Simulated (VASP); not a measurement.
Be: single point with PBEsol

The system is Be.

```xyz
4
Lattice="2.8275 0.0000 0.0000 -1.4138 2.4487 0.0000 0.0000 0.0000 4.6655" Properties=species:S:1:pos:R:3 pbc="T T T"
Be    0.0000    1.6325    2.0411
Be    1.4138    0.8162    4.3739
Be    1.4138    0.8162    2.6243
Be    0.0000    1.6325    0.2916
```

```
Program             : VASP 6.6.1
Task                : single point
Functional          : PBEsol
Potentials or basis : VASP PAW PBE potentials, release 64 (Be)
Cutoff              : 600 eV
k mesh              : 9 × 9 × 4
Occupations         : gaussian, width 0.1 eV
Spin                : no spin polarisation
```

| Quantity | Value |
| --- | --- |
| Pressure | 64.6 GPa |
| Largest force | 0.424 eV/Å |
| Band gap on the k mesh | zero (band 4 reaches 10.40 eV, above the bottom of band 5 at 4.04 eV) |

Forces in eV/Å, atoms in the order of the input:
```
Be   0.000  0.000  0.424
Be   0.000  0.000  0.424
Be   0.000  0.000 -0.424
Be   0.000  0.000 -0.424
```

Stress tensor (GPa, compression positive):
```
67.26  0.00  0.00
 0.00 67.26  0.00
 0.00  0.00 59.41
```

Levels at points of the mesh, in eV from the Fermi level:
| k point | band 2 | band 3 | band 4 | band 5 | band 6 | band 7 |
| --- | --- | --- | --- | --- | --- | --- |
| (0.00, 0.00, 0.00) | -6.17 | -4.09 | 4.18 | 4.18 | 6.99 | 7.70 |
| (0.00, 0.00, 0.50) | -8.97 | 1.03 | 1.03 | 5.47 | 5.47 | 5.47 |

It took 18 s on 1 thread of Intel Xeon 8259CL, with other jobs on the host, peak memory 0.15 GiB.

Caveat: the PAW data sets were made with another functional, which shifts forces and pressure a little.
